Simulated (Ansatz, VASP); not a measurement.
## One calculation of TiAl, two programs

```
Ti Al
1.0
     2.97176    0.00000    0.00000
     0.00000    2.97176    0.00000
     0.00000    0.00000    3.14175
Ti Al
1 1
Direct
  0.00000 0.00000 0.00000
  0.50000 0.50000 0.50000
```

Alike in both runs: task single point; functional LDA; k mesh 16 × 16 × 16; occupations gaussian, width 0.15 eV; no spin polarisation.

|  | VASP | Ansatz |
| --- | --- | --- |
| version | VASP 6.6.1 | Ansatz 0.2.0 |
| potentials or method | VASP PAW LDA potentials, release 64 (Ti_sv, Al), cutoff 520 eV | scalar-relativistic, plane waves, PAW |
| valence electrons in the cell | 15 | 15 |

Ansatz gave:

| Quantity | Value |
| --- | --- |
| gap on the k mesh at the Fermi level (eV) | none |
| pressure (GPa) | 14.4 |
| traceless stress, the component that is largest in VASP (GPa) | 3.44 |

**Question.** Which values does VASP return?

**Answer.** gap on the k mesh at the Fermi level (eV): none; pressure (GPa): 14.6; traceless stress, the component that is largest in VASP (GPa): 3.46.

Ansatz warns that its potentials were made for another functional, while VASP's fit it. LDA's correlation is that of Perdew and Zunger in VASP and of Perdew and Wang (1992) in Ansatz. A gap of «none» marks a metal or a gap that the smearing closes.
